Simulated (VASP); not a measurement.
# TaN (P6_3/mmc) in VASP: further runs

TaN is run at these levels: PBE; tasks: electric field gradients.

All numbers are computed with VASP 6.6.1; they aren't measurements. Logs are shortened: lines on timing, memory, paths and dates and some standing lists are left out, and cuts for length are marked.

## Step 1: The cell of the first run

It takes space group P6_3/mmc (No. 194, hexagonal). Conventional cell: a = 3.048 Å, b = 3.048 Å, c = 4.869 Å, α = 90.00°, β = 90.00°, γ = 120.00°. Within 2.8 Å of Ta (site symmetry -3m) lie 6 N at 2.14 Å and 2 Ta at 2.43 Å. Within 2.8 Å of N (site symmetry -6m2) lie 6 Ta at 2.14 Å.

## Step 2: Electric field gradients, PBE (zz strain of -1 %)

Input file INCAR:

```
PREC = Accurate
ENCUT = 520
EDIFF = 1E-8
ISMEAR = -1
SIGMA = 0.01
LREAL = False
LASPH = True
NELM = 60
ALGO = Normal
ISIF = 2
LWAVE = False
LCHARG = False
GGA = PE
LEFG = True
NBANDS = 24
```

Input file KPOINTS:

```
Automatic mesh
0
Gamma
  9 9 5
```

Input file POSCAR:

```
TaN
1.0
    3.0480019786      0.0000000000      0.0000000000
   -1.5240009893      2.6396471442      0.0000000000
    0.0000000000      0.0000000000      4.8688200000
Ta N
2 2
Direct
    0.0000000000      0.0000000000      0.0000000000
    0.0000000000      0.0000000000      0.5000000000
    0.3333333333      0.6666666667      0.2500000000
    0.6666666667      0.3333333333      0.7500000000
```

Potentials or basis: VASP PAW PBE potentials, release 64 (Ta_pv, N).

Command:

```sh
> cat potpaw_PBE.64/Ta_pv/POTCAR potpaw_PBE.64/N/POTCAR > POTCAR
> mpirun -np 1 vasp_std > vasp.out
```

OUTCAR:

```text
PREC = Accurate
   ENCUT = 520
   EDIFF = 1E-8
   ISMEAR = -1
   LREAL = False
   LASPH = True
   NELM = 60
   ISIF = 2
   GGA = PE

 ion  position               nearest neighbor table
   1  0.000  0.000  0.000-   3 2.14   4 2.14   3 2.14   4 2.14   4 2.14   3 2.14   2 2.43   2 2.43

   2  0.000  0.000  0.500-   3 2.14   4 2.14   3 2.14   4 2.14   4 2.14   3 2.14   1 2.43   1 2.43

   3  0.333  0.667  0.250-   1 2.14   2 2.14   1 2.14   2 2.14   1 2.14   2 2.14
   4  0.667  0.333  0.750-   1 2.14   2 2.14   1 2.14   2 2.14   1 2.14   2 2.14

  LATTYP: Found a hexagonal cell.
 ALAT       =     3.0480019786
 C/A-ratio  =     1.5973808528

  Lattice vectors:

 A1 = (   3.0480019786,   0.0000000000,   0.0000000000)
 A2 = (  -1.5240009893,   2.6396471442,   0.0000000000)
 A3 = (   0.0000000000,   0.0000000000,   4.8688200000)

Analysis of symmetry for initial positions (statically):
=====================================================================
 Subroutine PRICEL returns:
 Original cell was already a primitive cell.

 Routine SETGRP: Setting up the symmetry group for a
 hexagonal supercell.

 Subroutine GETGRP returns: Found 24 space group operations
 (whereof 12 operations were pure point group operations)
 out of a pool of 24 trial point group operations.

The static configuration has the point symmetry D_3d.
 The point group associated with its full space group is D_6h.

Analysis of symmetry for dynamics (positions and initial velocities):
=====================================================================
 Subroutine PRICEL returns:
 Original cell was already a primitive cell.

 Routine SETGRP: Setting up the symmetry group for a
 hexagonal supercell.

 Subroutine GETGRP returns: Found 24 space group operations
 (whereof 12 operations were pure point group operations)
 out of a pool of 24 trial point group operations.

The dynamic configuration has the point symmetry D_3d.
 The point group associated with its full space group is D_6h.

 Subroutine INISYM returns: Found 24 space group operations
 (whereof 12 operations are pure point group operations),
 and found     1 'primitive' translations

----------------------------------------------------------------------------------------

                                     Primitive cell

  volume of cell :      39.1728

  direct lattice vectors                    reciprocal lattice vectors
     3.048001979  0.000000000  0.000000000     0.328083777  0.189419257  0.000000000
    -1.524000989  2.639647144  0.000000000     0.000000000  0.378838513  0.000000000
     0.000000000  0.000000000  4.868820000     0.000000000  0.000000000  0.205388575

  length of vectors
     3.048001979  3.048001979  4.868820000     0.378838513  0.378838513  0.205388575

  position of ions in fractional coordinates (direct lattice)
     0.000000000  0.000000000  0.000000000
     0.000000000  0.000000000  0.500000000
     0.333333333  0.666666667  0.250000000
     0.666666667  0.333333333  0.750000000

  ion indices of the primitive-cell ions
   primitive index   ion index
                 1           1
                 2           2
                 3           3
                 4           4

----------------------------------------------------------------------------------------

 KPOINTS: Automatic mesh

Automatic generation of k-mesh.
 Grid dimensions read from file:
 generate k-points for:    9    9    5

 Generating k-lattice:

  Cartesian coordinates                     Fractional coordinates (reciprocal lattice)
     0.036453753  0.021046584  0.000000000     0.111111111  0.000000000  0.000000000
     0.000000000  0.042093168  0.000000000     0.000000000  0.111111111  0.000000000
     0.000000000  0.000000000  0.041077715     0.000000000  0.000000000  0.200000000

  Length of vectors
     0.042093168  0.042093168  0.041077715

  Shift w.r.t. Gamma in fractional coordinates (k-lattice)
     0.000000000  0.000000000  0.000000000

 Subroutine IBZKPT returns following result:
 ===========================================

 Found     36 irreducible k-points:

 Following reciprocal coordinates:
            Coordinates               Weight
  0.000000  0.000000  0.000000      1.000000
  0.111111  0.000000  0.000000      6.000000
  0.222222  0.000000  0.000000      6.000000
  0.333333  0.000000  0.000000      6.000000
  0.444444  0.000000  0.000000      6.000000
  0.111111  0.111111  0.000000      6.000000
[... 16 lines left out ...]
  0.333333  0.222222  0.200000     24.000000
  0.333333  0.333333  0.200000      4.000000
 [... further k-points ...]
   k-points           NKPTS =     36   k-points in BZ     NKDIM =     36   number of bands    NBANDS=     24
   number of dos      NEDOS =    301   number of ions     NIONS =      4
   total plane-waves  NPLWV =  20736
   dimension x,y,z NGX =    24 NGY =   24 NGZ =   36
   dimension x,y,z NGXF=    48 NGYF=   48 NGZF=   72
   ions per type =               2   2
   NGX,Y,Z   is equivalent  to a cutoff of  13.09, 13.09, 12.29 a.u.
   NGXF,Y,Z  is equivalent  to a cutoff of  26.18, 26.18, 24.58 a.u.
 SYSTEM =  unknown system
   PREC   = accura    normal or accurate (medium, high low for compatibility)
   ISTART =      0    job   : 0-new  1-cont  2-samecut
   ICHARG =      2    charge: 1-file 2-atom 10-const
   ISPIN  =      1    spin polarized calculation?
   LNONCOLLINEAR =      F non collinear calculations
   LSORBIT =      F    spin-orbit coupling
   LASPH  =      T    aspherical Exc in radial PAW
   ENCUT  =  520.0 eV  38.22 Ry    6.18 a.u.   5.67  5.67  9.05*2*pi/ulx,y,z
   NELM   =     60;   NELMIN=  2; NELMDL= -5     # of ELM steps
   EDIFF  = 0.1E-07   stopping-criterion for ELM
   LREAL  =      F    real-space projection
   EDIFFG = 0.1E-06   stopping-criterion for IOM
   NSW    =      0    number of steps for IOM
   IBRION =     -1    ionic relax: 0-MD 1-quasi-New 2-CG
   NFREE  =      0    steps in history (QN), initial steepest desc. (CG)
   ISIF   =      2    stress and relaxation
   ISYM   =      2    0-nonsym 1-usesym 2-fastsym
   POTIM  = 0.5000    time-step for ionic-motion
   TEBEG  =    0.0;   TEEND  =   0.0 temperature during run
   PSTRESS=    0.0 pullay stress
   NELECT =      32.0000    total number of electrons
   NUPDOWN=      -1.0000    fix difference up-down
   EMIN   =  10.00;   EMAX   =-10.00  energy-range for DOS
   EFERMI =   0.00;   METHOD = LEGACY
   ISMEAR =    -1;   SIGMA  =   0.01  broadening in eV -4-tet -1-fermi 0-gaus
   EFERMI_NEDOS =   21; number of points for ismear=-14 and -15
   IALGO  =     38    algorithm
   IMIX   =      4    mixing-type and parameters
     AMIX     =   0.40;   BMIX     =  1.00
     AMIX_MAG =   1.60;   BMIX_MAG =  1.00
  volume/ion in A,a.u.               =       9.79        66.09
  Fermi-wavevector in a.u.,A,eV,Ry     =   1.530370  2.891981 31.865299  2.342033
  Thomas-Fermi vector in A             =   2.637863
   LORBIT       =      0    0 simple, 1 ext, 2 COOP (PROOUT), +10 PAW based schemes
   GGA     = PE    functional components
   LHFCALC =     F    Hartree Fock is set to
   AEXX    =    0.0000 exact exchange contribution
   IVDW    =     0    specifies the selected vdW correction
   LEPSILON=     F    determine dielectric tensor
   LRPA    =     F    only Hartree local field effects (RPA)
 non-spin polarized calculation
  energy-cutoff  :      520.00
  volume of cell :       39.17
 maximum number of plane-waves:      1087
 NGX is ok and might be reduce to    24
   NGX = 11   NGY = 11   NGZ = 19

 number of electron      32.0000001 magnetization

 Free energy of the ion-electron system (eV)
  ---------------------------------------------------
  ext. energy  EPLUGINS =         0.00000000
  ---------------------------------------------------
  free energy    TOTEN  =       -40.98680501 eV

  energy without entropy =      -40.98517834  energy(sigma->0) =      -40.98599168

 E-fermi :  10.0143     XC(G=0): -13.7987

 val. band max:        9.9971880370   @ k =   0.3333   0.0000   0.2000
 cond. band min:      10.0252625460   @ k =   0.3333   0.2222   0.2000
 fundamental gap:      0.0280745090
 Fermi energy:        10.0142600797

 k-point     1 :       0.0000    0.0000    0.0000
  band No.  band energies     occupation
      1     -27.2783      2.00000
      2     -25.3308      2.00000
      3     -25.3308      2.00000
      4     -24.9202      2.00000
      5     -24.9202      2.00000
      6     -24.0157      2.00000
[... 16 lines left out ...]
     23      15.2412      0.00000
     24      16.9663      0.00000

 k-point     2 :       0.1111    0.0000    0.0000
  band No.  band energies     occupation
      1     -27.2513      2.00000
      2     -25.4478      2.00000
      3     -25.3550      2.00000
      4     -25.0083      2.00000
      5     -24.9391      2.00000
      6     -24.0054      2.00000
[... 16 lines left out ...]
     23      15.5246      0.00000
     24      16.8742      0.00000

 k-point     3 :       0.2222    0.0000    0.0000
  band No.  band energies     occupation
      1     -27.1824      2.00000
      2     -25.7322      2.00000
      3     -25.4156      2.00000
      4     -25.2258      2.00000
      5     -24.9867      2.00000
      6     -23.9794      2.00000
[... 16 lines left out ...]
     23      16.7611      0.00000
     24      16.9819      0.00000

 k-point     4 :       0.3333    0.0000    0.0000
  band No.  band energies     occupation
      1     -27.1027      2.00000
      2     -26.0371      2.00000
      3     -25.4837      2.00000
      4     -25.4641      2.00000
      5     -25.0403      2.00000
      6     -23.9495      2.00000
[... 16 lines left out ...]
     23      17.1795      0.00000
     24      17.5315      0.00000

 k-point     5 :       0.4444    0.0000    0.0000
  band No.  band energies     occupation
      1     -27.0502      2.00000
      2     -26.2266      2.00000
      3     -25.6150      2.00000
      4     -25.5275      2.00000
      5     -25.0750      2.00000
      6     -23.9299      2.00000
[... 451 lines left out ...]
 k-point    22 :       0.2222    0.2222    0.2000
  band No.  band energies     occupation
      1     -26.8101      2.00000
      2     -25.9974      2.00000
      3     -25.6006      2.00000
      4     -25.5302      2.00000
      5     -25.2109      2.00000
      6     -24.2879      2.00000
[... 16 lines left out ...]
     23      16.6154      0.00000
     24      17.6835      0.00000

 k-point    23 :       0.3333    0.2222    0.2000
  band No.  band energies     occupation
      1     -26.7703      2.00000
      2     -26.0596      2.00000
      3     -25.7203      2.00000
      4     -25.5836      2.00000
      5     -25.3078      2.00000
      6     -24.2694      2.00000
[... 16 lines left out ...]
     23      16.7428      0.00000
     24      18.0162      0.00000

 k-point    24 :       0.3333    0.3333    0.2000
  band No.  band energies     occupation
      1     -26.7563      2.00000
      2     -25.9236      2.00000
      3     -25.9236      2.00000
      4     -25.4732      2.00000
      5     -25.4732      2.00000
      6     -24.2630      2.00000
[... 16 lines left out ...]
     23      17.4585      0.00000
     24      17.4585      0.00000

 [... further k-points ...]
[... 5 lines left out ...]
  --------------------------------------------------------------------------------------
  -------------------------------------------------------------------------------------
  Total        9.2364923      9.2364923     31.3598177      0.0000000     -0.0000000     -0.0000000
  in kB      377.7746510    377.7746510   1282.6237356      0.0000000     -0.0000000     -0.0000000
  external PRESSURE =     679.3910126 kB  Pullay stress =       0.0000000 kB

 VOLUME and BASIS-vectors are now :
 -----------------------------------------------------------------------------
  energy-cutoff  :      520.00
  volume of cell :       39.17
      direct lattice vectors                 reciprocal lattice vectors
     3.048001979  0.000000000  0.000000000     0.328083777  0.189419257  0.000000000
    -1.524000989  2.639647144  0.000000000     0.000000000  0.378838513  0.000000000
     0.000000000  0.000000000  4.868820000     0.000000000  0.000000000  0.205388575

 POSITION                                       TOTAL-FORCE (eV/Angst)
 -----------------------------------------------------------------------------------
      0.00000      0.00000      0.00000         0.000000      0.000000     -0.000000
      0.00000      0.00000      2.43441         0.000000      0.000000     -0.000000
     -0.00000      1.75976      1.21721         0.000000     -0.000000      0.000000
      1.52400      0.87988      3.65162        -0.000000      0.000000      0.000000
 -----------------------------------------------------------------------------------
    total drift:                               -0.000000      0.000000      0.000000

  FREE ENERGIE OF THE ION-ELECTRON SYSTEM (eV)
  ---------------------------------------------------
  free  energy   TOTEN  =       -40.9868050082 eV

  energy  without entropy=      -40.9851783440  energy(sigma->0) =      -40.98599168

 Electric field gradients (V/A^2)
---------------------------------------------------------------------
 ion       V_xx      V_yy      V_zz      V_xy      V_xz      V_yz
---------------------------------------------------------------------
   1      84.721    84.721  -169.442    -0.000     0.000    -0.000
   2      84.721    84.721  -169.442    -0.000    -0.000     0.000
   3      -3.128    -3.127     6.255     0.001     0.000    -0.000
   4      -3.128    -3.127     6.255     0.001     0.000    -0.000
---------------------------------------------------------------------

 Electric field gradients after diagonalization (V/A^2)
 (convention: |V_zz| > |V_xx| > |V_yy|)
----------------------------------------------------------------------
 ion       V_xx      V_yy      V_zz     asymmetry (V_yy - V_xx)/ V_zz
----------------------------------------------------------------------
   1      84.721    84.720  -169.442       0.000
   2      84.721    84.720  -169.442       0.000
   3      -3.128    -3.127     6.255       0.000
   4      -3.128    -3.127     6.255       0.000
----------------------------------------------------------------------

           NMR quadrupolar parameters

 Cq : quadrupolar parameter    Cq=e*Q*V_zz/h
 eta: asymmetry parameters     (V_yy - V_xx)/ V_zz
 Q  : nuclear electric quadrupole moment in mb (millibarn)
----------------------------------------------------------------------
 ion       Cq(MHz)       eta       Q (mb)
----------------------------------------------------------------------
   1      -0.410       0.000       1.000
   2      -0.410       0.000       1.000
   3       0.015       0.000       1.000
   4       0.015       0.000       1.000
----------------------------------------------------------------------
```

It used 29 s of CPU time on 1 thread of AMD EPYC 7R13 Processor (Zen 3), with other jobs on the host.

What came out:

```
Free energy            : -40.9868 eV
Pressure               : 67.9 GPa
Band gap on the k mesh : zero (band 16 reaches 10.67 eV, above the bottom of band 17 at 8.05 eV)
```

Levels at points of the mesh, in eV from the Fermi level:
```csv
k point,band 13,band 14,band 15,band 16,band 17,band 18,band 19,band 20
"(0.00, 0.00, 0.00)",-3.68,-3.68,-3.61,-1.97,-1.97,-0.61,-0.61,2.93
```

Electric field gradients, principal values (V/Å²):
| atom | least | middle | greatest (by size) |
| --- | --- | --- | --- |
| 1 Ta | 84.720 | 84.721 | -169.442 |
| 2 Ta | 84.720 | 84.721 | -169.442 |
| 3 N | -3.127 | -3.128 | 6.255 |
| 4 N | -3.127 | -3.128 | 6.255 |

Caveat: the cell differs from its parent crystal (zz strain of -1 %); without QUAD_EFG the Cq values of the log hold for a quadrupole moment of 1 mb, not for the nuclei; spin-orbit coupling is left out, which moves the levels of the heavy elements.

[end of part 1 of 3]
